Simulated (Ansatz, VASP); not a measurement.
# One calculation of RbGe4N2, two programs

```
Rb Ge N
1.0
     3.12748    0.00000    0.00000
    -1.56374    2.70848    0.00000
     0.00000    0.00000   14.52204
Rb Ge N
1 4 2
Direct
  0.00000 0.00000 0.62996
  0.33333 0.66667 0.84815
  0.33333 0.66667 0.21597
  0.00000 0.00000 0.41294
  0.00000 0.00000 0.00858
  0.66667 0.33333 0.47982
  0.33333 0.66667 0.07257
```

Change from the starting cell: species swapped into the ZnIn2S4 type (P3m1, No. 156).

Alike in both runs: functional PBE; k mesh 15 × 15 × 4; occupations gaussian, width 0.1 eV; no spin polarisation.

Ansatz relaxed the structure, and its values are those at the end. VASP's run is a single point on that final structure, the one shown.

```csv
,VASP,Ansatz
version,VASP 6.6.1,Ansatz 0.2.0
potentials or method,"VASP PAW PBE potentials, release 64 (Rb_sv, Ge_d, N), cutoff 520 eV","scalar-relativistic, plane waves, PAW"
valence electrons in the cell,75,75
```

|  | VASP | Ansatz | Ansatz less VASP |
| --- | --- | --- | --- |
| gap on the k mesh at the Fermi level (eV) | none | none | - |
| pressure (GPa) | 0.1 | 0.0 | -0.09 |
| rms of the force components (eV/Å) | 0.008 | 0.000 | -0.0080 |

A gap of «none» marks a metal or a gap that the smearing closes.
